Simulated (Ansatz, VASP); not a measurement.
GaP: VASP beside Ansatz

```
Ga P
1.0
     0.00000    2.71918    2.71918
     2.71918    0.00000    2.71918
     2.71918    2.71918    0.00000
Ga P
1 1
Direct
  0.00000 0.00000 0.00000
  0.25000 0.25000 0.25000
```

Alike in both runs: functional PBEsol; k mesh 8 × 8 × 8; occupations gaussian, width 0.02 eV; no spin polarisation.

Ansatz relaxed the structure, and its values are those at the end. VASP's run is a single point on that final structure, the one shown.

|  | VASP | Ansatz |
| --- | --- | --- |
| version | VASP 6.6.1 | Ansatz 0.2.0 |
| potentials or method | VASP PAW PBE potentials, release 64 (Ga_d, P), cutoff 500 eV | scalar-relativistic, plane waves, PAW |
| valence electrons in the cell | 18 | 18 |

```csv
,VASP,Ansatz,Ansatz less VASP
gap on the k mesh at the Fermi level (eV),1.50,1.50,-0.002
least direct gap on the mesh (eV),1.81,1.80,-0.006
pressure (GPa),-0.1,0.0,+0.10
```

VASP's potentials were made for PBE, not for PBEsol. With one functional, cell and mesh, what is left measures potentials, basis and numerics.
